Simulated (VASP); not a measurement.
Cd32HO32 (a cell with a defect), 65 atoms in the cell. The cell holds a defect, 65 atoms: a = 9.381 Å, b = 9.381 Å, c = 9.381 Å, α = 90.00°, β = 90.00°, γ = 90.00°. 

| Item | Value |
| --- | --- |
| Program | VASP 6.6.1 |
| Task | single point |
| Functional | PBEsol |
| Potentials or basis | VASP PAW PBE potentials, release 64 (O, Cd, H) |
| Cutoff | 520 eV |
| k mesh | 1 × 1 × 1, shifted |
| Occupations | fermi-dirac, width 0.05 eV |
| Spin | no spin polarisation |
| Dipole correction | no |
| Charge | 1 |
| Further INCAR settings | LREAL = Auto; ALGO = Normal; EDIFF = 1e-07; NBANDS = 326; ISYM = 0; NELECT = 576.0 |

Potentials or basis: VASP PAW PBE potentials, release 64 (O, Cd, H).

Launch:

```bash
$ cat potpaw_PBE.64/O/POTCAR potpaw_PBE.64/Cd/POTCAR potpaw_PBE.64/H/POTCAR > POTCAR
$ mpirun -np 1 vasp_std > vasp.out
```

Hardware: 1 thread of AMD EPYC 7R43 64-Core Processor (Zen 3), on a shared host.

How long does it take, and how much memory?

Run time: 49 min on 1 thread of AMD EPYC 7R43 64-Core Processor (Zen 3) (shared host), peak memory 1.1 GiB. Counts: scf iterations 18, k points 4.
